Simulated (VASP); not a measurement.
Crystal: Pd.

```xyz
1
Lattice="-1.6031 1.6031 1.6031 1.6031 -1.6031 1.6031 1.6031 1.6031 -1.6031" Properties=species:S:1:pos:R:3 pbc="T T T"
Pd    0.0000    0.0000    0.0000
```

Base run:

```yaml
Program: VASP 6.6.1
Functional: LDA
Potentials_or_basis: VASP PAW LDA potentials, release 64 (Pd)
Cutoff: 520 eV
k_mesh: 12 × 12 × 12
Occupations: fermi-dirac, width 0.05 eV
Spin: no spin polarisation
```

Its results: band gap on the k mesh zero (band 5 reaches 8.30 eV, above the bottom of band 6 at 6.92 eV); pressure -21.6 GPa.

The run is repeated on the same cell with these changes: functional from LDA to r2SCAN; potentials or basis from VASP PAW LDA potentials, release 64 (Pd) to VASP PAW PBE potentials, release 64 (Pd). What comes out?

Band gap on the k mesh zero (band 5 reaches 8.38 eV, above the bottom of band 6 at 6.90 eV); pressure -12.6 GPa.

Caveats: the PAW data sets were made with another functional, which shifts forces and pressure a little (some runs).
